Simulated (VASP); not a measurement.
Wanted: the native input for a VASP 6.6.1 run.

| Property | Result |
| --- | --- |
| Task | single point |
| Functional | PBE |
| Potentials or basis | VASP PAW PBE potentials, release 64 (In_d) |
| Cutoff | 520 eV |
| k mesh | 20 × 20 × 20 |
| Occupations | gaussian, width 0.15 eV |
| Spin | no spin polarisation |
| Dipole correction | no |
| Further INCAR settings | ALGO = Fast; EDIFF = 1e-07; NBANDS = 12 |

The structure of In lies in POSCAR:

```
In
1.0
   -1.6911960000      1.6911960000      2.3749920000
    1.6911960000     -1.6911960000      2.3749920000
    1.6911960000      1.6911960000     -2.3749920000
In
1
Direct
    0.0000000000      0.0000000000      0.0000000000
```

This cell differs from its parent crystal: strain +0.040 along x and y, -0.040 along z.

One way to write it, as run:

INCAR

```
PREC = Accurate
ENCUT = 520
EDIFF = 1E-7
ISMEAR = 0
SIGMA = 0.15
LREAL = F
LASPH = T
NELM = 80
ALGO = Fast
ISIF = 2
LWAVE = F
LCHARG = F
GGA = PE
NBANDS = 12
```

KPOINTS

```
Automatic mesh
0
Gamma
  20 20 20
```

Potentials or basis: VASP PAW PBE potentials, release 64 (In_d).

Run with:

```console
$ cat potpaw_PBE.64/In_d/POTCAR > POTCAR
$ mpirun -np 1 vasp_std > vasp.out
```

Results of the run:

```yaml
Pressure: 0.3 GPa
Band_gap_on_the_k_mesh: zero (an odd number of electrons rules out a gap without spin polarisation)
```

Caveat: the cell differs from its parent crystal (strain +0.040 along x and y, -0.040 along z); spin-orbit coupling is left out, which moves the levels of the heavy elements.

Wall time 2.1 min on 1 thread of Intel(R) Xeon(R) 6975P-C (Granite Rapids), on a shared host, peak memory 0.31 GiB.
